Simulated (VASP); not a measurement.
# TaN (sol) (P-62m) in VASP: a series of runs

TaN (sol) is run at these levels: PBEsol; tasks: single point, relaxation of cell and atoms.

All numbers are computed with VASP 6.6.1; they aren't measurements. Logs are shortened: lines on timing, memory, paths and dates and some standing lists are left out, and cuts for length are marked.

### 1 The cell of the first run

It takes space group P-62m (No. 189, hexagonal). The conventional cell has a = 5.179 Å, b = 5.179 Å, c = 2.895 Å, α = 90.00°, β = 90.00°, γ = 120.00°. Within 2.7 Å of Ta (site symmetry -62m) lie 3 N at 2.04 Å. Ta (site symmetry -6) has 6 N at 2.15 Å within 2.8 Å. N (site symmetry m2m) has 5 Ta at 2.04 to 2.15 Å within 2.7 Å.

### 2 Single point, PBEsol

INCAR reads:

```
SYSTEM = TaN
PREC     = Accurate       ! precision mode
ENCUT    = 520            ! plane-wave cutoff, eV
EDIFF    = 1E-6           ! SCF threshold, eV
ISMEAR   = -1             ! smearing method
SIGMA    = 0.15           ! smearing width, eV
LREAL    = .FALSE.        ! projectors in reciprocal space
LASPH    = .TRUE.         ! aspherical terms in the spheres
NELM     = 80             ! most SCF steps
ALGO     = Normal         ! electronic algorithm
ISIF     = 2              ! what is computed and relaxed
LWAVE    = .FALSE.        ! write WAVECAR
LCHARG   = .FALSE.        ! write CHGCAR
GGA      = PS             ! functional
NBANDS   = 33             ! bands
```

KPOINTS reads:

```
Automatic mesh
0
G
  9 9 12
  0 0 0
```

POSCAR reads:

```
TaN
1.0
    5.1791618387      0.0000000000      0.0000000000
   -2.5895809194      4.4852857226      0.0000000000
    0.0000000000      0.0000000000      2.8953257831
Ta N
3 3
Direct
    0.0000000000      0.0000000000      0.0000000000
    0.3333333333      0.6666666667      0.5000000000
    0.6666666667      0.3333333333      0.5000000000
    0.3933337250      0.0000000000      0.0000000000
    0.6066662750      0.6066662750      0.0000000000
    0.0000000000      0.3933337250      0.0000000000
```

Potentials or basis: VASP PAW PBE potentials, release 64 (Ta_pv, N).

Started as:

```
$ cat potpaw_PBE.64/Ta_pv/POTCAR potpaw_PBE.64/N/POTCAR > POTCAR
$ mpirun -np 1 vasp_std > vasp.out
```

OUTCAR:

```text
SYSTEM = TaN
   PREC = Accurate
   ENCUT = 520
   EDIFF = 1E-6
   ISMEAR = -1
   LREAL = .FALSE.
   LASPH = .TRUE.
   NELM = 80
   ISIF = 2
   GGA = PS

 ion  position               nearest neighbor table
   1  0.000  0.000  0.000-   5 2.04   4 2.04   6 2.04   3 3.32   2 3.32   2 3.32   3 3.32   3 3.32
                             3 3.32   2 3.32   2 3.32   3 3.32   3 3.32   2 3.32   2 3.32
   2  0.333  0.667  0.500-   4 2.15   4 2.15   6 2.15   6 2.15   5 2.15   5 2.15   3 2.99   3 2.99
                             3 2.99   1 3.32   1 3.32   1 3.32   1 3.32   1 3.32   1 3.32
   3  0.667  0.333  0.500-   6 2.15   6 2.15   4 2.15   4 2.15   5 2.15   5 2.15   2 2.99   2 2.99
                             2 2.99   1 3.32   1 3.32   1 3.32   1 3.32   1 3.32   1 3.32
   4  0.393  0.000  0.000-   1 2.04   2 2.15   2 2.15   3 2.15   3 2.15
   5  0.607  0.607  0.000-   1 2.04   2 2.15   2 2.15   3 2.15   3 2.15
   6  0.000  0.393  0.000-   1 2.04   3 2.15   3 2.15   2 2.15   2 2.15

  LATTYP: Found a hexagonal cell.
 ALAT       =     5.1791618387
 C/A-ratio  =     0.5590336570

  Lattice vectors:

 A1 = (   5.1791618387,   0.0000000000,   0.0000000000)
 A2 = (  -2.5895809194,   4.4852857226,   0.0000000000)
 A3 = (   0.0000000000,   0.0000000000,   2.8953257831)

Analysis of symmetry for initial positions (statically):
=====================================================================
 Subroutine PRICEL returns:
 Original cell was already a primitive cell.

 Routine SETGRP: Setting up the symmetry group for a
 hexagonal supercell.

 Subroutine GETGRP returns: Found 12 space group operations
 (whereof 12 operations were pure point group operations)
 out of a pool of 24 trial point group operations.

The static configuration has the point symmetry D_3h.

Analysis of symmetry for dynamics (positions and initial velocities):
=====================================================================
 Subroutine PRICEL returns:
 Original cell was already a primitive cell.

 Routine SETGRP: Setting up the symmetry group for a
 hexagonal supercell.

 Subroutine GETGRP returns: Found 12 space group operations
 (whereof 12 operations were pure point group operations)
 out of a pool of 24 trial point group operations.

The dynamic configuration has the point symmetry D_3h.

 Subroutine INISYM returns: Found 12 space group operations
 (whereof 12 operations are pure point group operations),
 and found     1 'primitive' translations

----------------------------------------------------------------------------------------

                                     Primitive cell

  volume of cell :      67.2585

  direct lattice vectors                    reciprocal lattice vectors
     5.179161839  0.000000000  0.000000000     0.193081435  0.111475618  0.000000000
    -2.589580919  4.485285723  0.000000000     0.000000000  0.222951237  0.000000000
     0.000000000  0.000000000  2.895325783     0.000000000  0.000000000  0.345384276

  length of vectors
     5.179161839  5.179161839  2.895325783     0.222951237  0.222951237  0.345384276

  position of ions in fractional coordinates (direct lattice)
     0.000000000  0.000000000  0.000000000
     0.333333333  0.666666667  0.500000000
     0.666666667  0.333333333  0.500000000
     0.393333725  0.000000000  0.000000000
     0.606666275  0.606666275  0.000000000
     0.000000000  0.393333725  0.000000000

  ion indices of the primitive-cell ions
   primitive index   ion index
                 1           1
                 2           2
                 3           3
                 4           4
                 5           5
                 6           6

----------------------------------------------------------------------------------------

 KPOINTS: Automatic mesh

Automatic generation of k-mesh.
 Grid dimensions read from file:
 generate k-points for:    9    9   12

 Generating k-lattice:

  Cartesian coordinates                     Fractional coordinates (reciprocal lattice)
     0.021453493  0.012386180  0.000000000     0.111111111  0.000000000  0.000000000
     0.000000000  0.024772360  0.000000000     0.000000000  0.111111111  0.000000000
     0.000000000  0.000000000  0.028782023     0.000000000  0.000000000  0.083333333

  Length of vectors
     0.024772360  0.024772360  0.028782023

  Shift w.r.t. Gamma in fractional coordinates (k-lattice)
     0.000000000  0.000000000  0.000000000

 Subroutine IBZKPT returns following result:
 ===========================================

 Found     84 irreducible k-points:

 Following reciprocal coordinates:
            Coordinates               Weight
  0.000000  0.000000  0.000000      1.000000
  0.111111 -0.000000  0.000000      6.000000
  0.222222  0.000000  0.000000      6.000000
  0.333333  0.000000  0.000000      6.000000
  0.444444  0.000000  0.000000      6.000000
  0.111111  0.111111  0.000000      6.000000
[... 16 lines left out ...]
  0.333333  0.222222  0.083333     24.000000
[... 37 lines left out ...]
   IALGO  =     38    algorithm
   IMIX   =      4    mixing-type and parameters
     AMIX     =   0.40;   BMIX     =  1.00
     AMIX_MAG =   1.60;   BMIX_MAG =  1.00
  volume/ion in A,a.u.               =      11.21        75.65
  Fermi-wavevector in a.u.,A,eV,Ry     =   1.462984  2.764639 29.120850  2.140322
  Thomas-Fermi vector in A             =   2.579133
   LORBIT       =      0    0 simple, 1 ext, 2 COOP (PROOUT), +10 PAW based schemes
   GGA     = PS    functional components
   LHFCALC =     F    Hartree Fock is set to
   AEXX    =    0.0000 exact exchange contribution
   IVDW    =     0    specifies the selected vdW correction
   LEPSILON=     F    determine dielectric tensor
   LRPA    =     F    only Hartree local field effects (RPA)
 non-spin polarized calculation
  energy-cutoff  :      520.00
  volume of cell :       67.26
 maximum number of plane-waves:      1834
 NGX is ok and might be reduce to    40
   NGX = 19   NGY = 19   NGZ = 11

 number of electron      48.0000000 magnetization

 Free energy of the ion-electron system (eV)
  ---------------------------------------------------
  ext. energy  EPLUGINS =         0.00000000
  ---------------------------------------------------
  free energy    TOTEN  =       -71.47262375 eV

  energy without entropy =      -71.42185938  energy(sigma->0) =      -71.44724157

 E-fermi :   8.3068     XC(G=0): -13.2246

 val. band max:        8.2567940388   @ k =   0.2222   0.0000   0.1667
 cond. band min:       8.3485878253   @ k =   0.1111   0.1111   0.0833
 fundamental gap:      0.0917937865
 Fermi energy:         8.3068163285

 k-point     1 :       0.0000    0.0000    0.0000
  band No.  band energies     occupation
      1     -27.8691      2.00000
      2     -27.8691      2.00000
      3     -27.5048      2.00000
      4     -27.5048      2.00000
      5     -27.3127      2.00000
      6     -27.1998      2.00000
[... 25 lines left out ...]
     32      11.5393      0.00000
     33      11.5393      0.00000

 k-point     2 :       0.1111   -0.0000    0.0000
  band No.  band energies     occupation
      1     -27.8810      2.00000
      2     -27.8671      2.00000
      3     -27.4926      2.00000
      4     -27.4893      2.00000
      5     -27.3095      2.00000
      6     -27.2027      2.00000
[... 25 lines left out ...]
     32      11.4948      0.00000
     33      11.6361      0.00000

 k-point     3 :       0.2222    0.0000    0.0000
  band No.  band energies     occupation
      1     -27.9078      2.00000
      2     -27.8524      2.00000
      3     -27.4781      2.00000
      4     -27.4529      2.00000
      5     -27.3004      2.00000
      6     -27.2111      2.00000
[... 25 lines left out ...]
     32      11.8453      0.00000
     33      11.8891      0.00000

 k-point     4 :       0.3333    0.0000    0.0000
  band No.  band energies     occupation
      1     -27.9343      2.00000
      2     -27.8148      2.00000
      3     -27.5019      2.00000
      4     -27.4144      2.00000
      5     -27.2875      2.00000
      6     -27.2232      2.00000
[... 673 lines left out ...]
     32      11.9990      0.00000
     33      12.2512      0.00000

 k-point    23 :       0.3333    0.2222    0.0833
  band No.  band energies     occupation
      1     -27.9121      2.00000
      2     -27.7482      2.00000
      3     -27.6119      2.00000
      4     -27.3684      2.00000
      5     -27.3349      2.00000
      6     -27.3048      2.00000
[... 25 lines left out ...]
     32      12.1117      0.00000
     33      12.3913      0.00000

 k-point    24 :       0.3333    0.3333    0.0833
  band No.  band energies     occupation
      1     -27.9050      2.00000
      2     -27.6903      2.00000
      3     -27.6903      2.00000
      4     -27.3618      2.00000
      5     -27.3198      2.00000
      6     -27.3198      2.00000
[... 25 lines left out ...]
     32      12.1377      0.00000
     33      12.1377      0.00000

 [... further k-points ...]
[... 5 lines left out ...]
  --------------------------------------------------------------------------------------
  -------------------------------------------------------------------------------------
  Total        0.4372500      0.4372500      0.3867075     -0.0000000      0.0000000      0.0000000
  in kB       10.4158175     10.4158175      9.2118358     -0.0000000      0.0000000      0.0000000
  external PRESSURE =      10.0144902 kB  Pullay stress =       0.0000000 kB

 VOLUME and BASIS-vectors are now :
 -----------------------------------------------------------------------------
  energy-cutoff  :      520.00
  volume of cell :       67.26
      direct lattice vectors                 reciprocal lattice vectors
     5.179161839  0.000000000  0.000000000     0.193081435  0.111475618  0.000000000
    -2.589580919  4.485285723  0.000000000     0.000000000  0.222951237  0.000000000
     0.000000000  0.000000000  2.895325783     0.000000000  0.000000000  0.345384276

 POSITION                                       TOTAL-FORCE (eV/Angst)
 -----------------------------------------------------------------------------------
      0.00000      0.00000      0.00000         0.000000      0.000000      0.000000
     -0.00000      2.99019      1.44766         0.000000      0.000000      0.000000
      2.58958      1.49510      1.44766         0.000000      0.000000      0.000000
      2.03714      0.00000      0.00000         0.004702      0.000000      0.000000
      1.57101      2.72107      0.00000        -0.002351     -0.004072      0.000000
     -1.01857      1.76421      0.00000        -0.002351      0.004072     -0.000000
 -----------------------------------------------------------------------------------
    total drift:                               -0.000002     -0.000003      0.000000

  FREE ENERGIE OF THE ION-ELECTRON SYSTEM (eV)
  ---------------------------------------------------
  free  energy   TOTEN  =       -71.4726237490 eV

  energy  without entropy=      -71.4218593824  energy(sigma->0) =      -71.44724157
```

It took 2.1 min on 1 thread of Intel Xeon Platinum 8488C (Sapphire Rapids), shared host; peak memory 0.29 GiB.

Results:

| Item | Value |
| --- | --- |
| Free energy | -71.4726 eV |
| Pressure | 1.0 GPa |
| Largest force | 0.005 eV/Å |
| Band gap on the k mesh | zero (band 24 reaches 10.24 eV, above the bottom of band 25 at 7.03 eV) |

Forces on the atoms (eV/Å):
```
Ta   0.000  0.000  0.000
Ta   0.000  0.000  0.000
Ta   0.000  0.000  0.000
N    0.005  0.000  0.000
N   -0.002 -0.004  0.000
N   -0.002  0.004  0.000
```

Caveat: the PAW data sets were made with another functional, which shifts forces and pressure a little; spin-orbit coupling is left out, which moves the levels of the heavy elements.

### 3 Relaxation of cell and atoms, PBEsol

INCAR reads:

```
SYSTEM = TaN
  ALGO = Normal
  EDIFF = 1E-6
  EDIFFG = -0.001
  ENCUT = 600
  GGA = PS
  IBRION = 2
  ISIF = 3
  ISMEAR = -1
  LASPH = .True.
  LCHARG = .False.
  LREAL = .False.
  LWAVE = .False.
  NELM = 100
  NSW = 80
  PREC = Accurate
  SIGMA = 0.15
```

KPOINTS reads:

```
k-points
0
Gamma
  9 9 12
  0 0 0
```

POSCAR reads:

```
TaN
1.0
    5.1781636113      0.0000000000      0.0000000000
   -2.5890818057      4.4844212323      0.0000000000
    0.0000000000      0.0000000000      2.8955690787
Ta N
3 3
Direct
    0.0000000000      0.0000000000      0.0000000000
    0.3333333333      0.6666666667      0.5000000000
    0.6666666667      0.3333333333      0.5000000000
    0.3934289492      0.0000000000      0.0000000000
    0.6065710508      0.6065710508      0.0000000000
    0.0000000000      0.3934289492      0.0000000000
```

Potentials or basis: VASP PAW PBE potentials, release 64 (Ta_pv, N).

Started as:

```
$ cat potpaw_PBE.64/Ta_pv/POTCAR potpaw_PBE.64/N/POTCAR > POTCAR
$ mpirun -np 1 vasp_std > vasp.out
```

Wall time 12 min (1 thread of Intel Xeon Platinum 8488C (Sapphire Rapids), shared host); peak memory 0.31 GiB.

The run converged. Its results:

```yaml
Free_energy: -71.4791 eV
Relaxed_volume: 11.24 Å³/atom
Relaxed_cell: a = 5.185 Å, b = 5.185 Å, c = 2.897 Å, α = 90.00°, β = 90.00°, γ = 120.00°
Space_group_after_relaxing_to_0.05_Å: P-62m (No. 189)
Energy_gained_by_relaxing: 0.1 meV/atom
Ionic_steps: 13
Pressure_after_relaxing: 0.0 GPa
Band_gap_on_the_k_mesh: zero (band 24 reaches 10.20 eV, above the bottom of band 25 at 7.00 eV)
```

Step by step:
| step | energy change (eV) | largest force (eV/Å) | pressure (GPa) | volume (Å³) |
| --- | --- | --- | --- | --- |
| 1 | 0.0000 | 0.0036 | 1.01 | 67.24 |
| 2 | 0.0030 | 0.0466 | -2.39 | 67.93 |
| 3 | -0.0006 | 0.0166 | -0.02 | 67.44 |
| 4 | -0.0006 | 0.0163 | -0.02 | 67.44 |
| 5 | -0.0005 | 0.0100 | 0.49 | 67.34 |
| 6 | -0.0006 | 0.0162 | 0.06 | 67.43 |
| 7 | -0.0007 | 0.0057 | 0.03 | 67.44 |
| 8 | -0.0007 | 0.0033 | 0.04 | 67.44 |
| 9 | -0.0007 | 0.0004 | 0.03 | 67.44 |
| 10 | -0.0007 | 0.0030 | 0.02 | 67.44 |
| 11 | -0.0007 | 0.0036 | 0.02 | 67.44 |
| 12 | -0.0007 | 0.0020 | -0.05 | 67.46 |
| 13 | -0.0007 | 0.0008 | -0.01 | 67.45 |

Final structure:
```
CELL_PARAMETERS angstrom
5.18481 0.00000 0.00000
-2.59240 4.49018 0.00000
0.00000 0.00000 2.89719
ATOMIC_POSITIONS crystal
Ta 0.00000 0.00000 0.00000
Ta 0.33333 0.66667 0.50000
Ta 0.66667 0.33333 0.50000
N 0.39323 0.00000 0.00000
N 0.60677 0.60677 0.00000
N 0.00000 0.39323 0.00000
```

Levels at points of the mesh, in eV from the Fermi level:
```csv
k point,band 20,band 21,band 22,band 23,band 24,band 25,band 26,band 27,band 28
"(0.00, 0.00, 0.00)",-5.06,-4.27,-3.32,-1.96,-0.93,-0.93,0.59,0.59,1.82
"(0.00, 0.00, 0.50)",-4.51,-4.34,-2.91,-2.91,1.93,1.93,2.06,2.20,2.20
```

Caveat: the PAW data sets were made with another functional, which shifts forces and pressure a little; spin-orbit coupling is left out, which moves the levels of the heavy elements.

### 4 Relaxation of cell and atoms, PBEsol

This run uses another cell than the first one, of 11.41 Å³/atom, 1.018 times its volume.

INCAR reads:

```
ALGO     = Normal         # electronic algorithm
EDIFF    = 1E-7           # SCF threshold, eV
EDIFFG   = -0.002         # ionic threshold
ENCUT    = 600            # plane-wave cutoff, eV
GGA      = PS             # functional
IBRION   = 2              # ionic algorithm
ISIF     = 3              # what is computed and relaxed
ISMEAR   = 0              # smearing method
LASPH    = T              # aspherical terms in the spheres
LCHARG   = F              # write CHGCAR
LREAL    = F              # projectors in reciprocal space
LWAVE    = F              # write WAVECAR
NELM     = 100            # most SCF steps
NSW      = 100            # ionic steps
PREC     = Accurate       # precision mode
SIGMA    = 0.1            # smearing width, eV
```

KPOINTS reads:

```
k-points
0
Gamma
  9 9 12
```

POSCAR reads:

```
TaN
1.0
    5.2084955000      0.0000000000      0.0000000000
   -2.6042477500      4.5106894200      0.0000000000
    0.0000000000      0.0000000000      2.9147477500
Ta N
3 3
Direct
    0.0000000000      0.0000000000      0.0000000000
    0.3333333300      0.6666666700      0.5000000000
    0.6666666700      0.3333333300      0.5000000000
    0.3923921700      0.0000000000      0.0000000000
    0.6076078300      0.6076078300      0.0000000000
    0.0000000000      0.3923921700      0.0000000000
```

Started as:

```
$ cat potpaw_PBE.64/Ta_pv/POTCAR potpaw_PBE.64/N/POTCAR > POTCAR
$ mpirun -np 1 vasp_std > vasp.out
```

Wall time 14 min (1 thread of Intel Xeon Platinum 8488C (Sapphire Rapids), shared host); peak memory 0.31 GiB.

The run converged. Its results:

| Property | Result |
| --- | --- |
| Free energy | -71.4603 eV |
| Relaxed volume | 11.24 Å³/atom |
| Relaxed cell | a = 5.184 Å, b = 5.184 Å, c = 2.897 Å, α = 90.00°, β = 90.00°, γ = 120.00° |
| Space group after relaxing (to 0.05 Å) | P-62m (No. 189) |
| Energy gained by relaxing | 2.8 meV/atom |
| Ionic steps | 10 |
| Pressure after relaxing | 0.0 GPa |
| Band gap on the k mesh | zero (band 24 reaches 10.21 eV, above the bottom of band 25 at 7.00 eV) |

Step by step:
```csv
step,energy change (eV),largest force (eV/Å),pressure (GPa),volume (Å³)
1,0.0000,0.0374,-4.93,68.48
2,0.0785,0.2010,13.13,65.06
3,-0.0164,0.0861,-0.03,67.46
4,-0.0164,0.0871,0.07,67.44
5,-0.0169,0.0091,0.03,67.42
6,-0.0169,0.0090,0.03,67.42
7,-0.0170,0.0022,-0.08,67.44
8,-0.0170,0.0003,-0.06,67.44
9,-0.0170,0.0014,0.10,67.40
10,-0.0170,0.0008,0.01,67.42
```

Final structure:
```
CELL_PARAMETERS angstrom
5.18366 0.00000 0.00000
-2.59183 4.48918 0.00000
0.00000 0.00000 2.89734
ATOMIC_POSITIONS crystal
Ta 0.00000 0.00000 0.00000
Ta 0.33333 0.66667 0.50000
Ta 0.66667 0.33333 0.50000
N 0.39333 0.00000 0.00000
N 0.60667 0.60667 0.00000
N 0.00000 0.39332 0.00000
```

Levels at points of the mesh, in eV from the Fermi level:
| k point | band 22 | band 23 | band 24 | band 25 | band 26 | band 27 |
| --- | --- | --- | --- | --- | --- | --- |
| (0.00, 0.00, 0.00) | -3.39 | -2.04 | -1.01 | -1.01 | 0.51 | 0.51 |
| (0.00, 0.00, 0.50) | -2.99 | -2.99 | 1.85 | 1.85 | 1.98 | 2.12 |

Caveat: the PAW data sets were made with another functional, which shifts forces and pressure a little; spin-orbit coupling is left out, which moves the levels of the heavy elements.

### 5 The runs side by side

```tsv
task	cell	cutoff (eV)	smearing	gap on the mesh (eV)	pressure (GPa)	relaxed volume (Å³/atom)
single point	a = 5.179, b = 5.179, c = 2.895 Å, angles 90.0, 90.0, 120.0°, 6 atoms	520	fermi-dirac 0.15 eV	none	1.0	-
relaxation of cell and atoms	relaxed from a = 5.178, b = 5.178, c = 2.896 Å, angles 90.0, 90.0, 120.0°, 6 atoms	600	fermi-dirac 0.15 eV	none	0.0	11.24
relaxation of cell and atoms	relaxed from a = 5.208, b = 5.208, c = 2.915 Å, angles 90.0, 90.0, 120.0°, 6 atoms	600	gaussian 0.1 eV	none	0.0	11.24
```

Alike in all rows: level PBEsol; potentials or basis VASP PAW PBE potentials, release 64 (Ta_pv, N); no spin polarisation; k mesh 9 × 9 × 12.

Caveats: the PAW data sets were made with another functional, which shifts forces and pressure a little; spin-orbit coupling is left out, which moves the levels of the heavy elements.

Absolute energies hang on the potentials; compare differences alone.
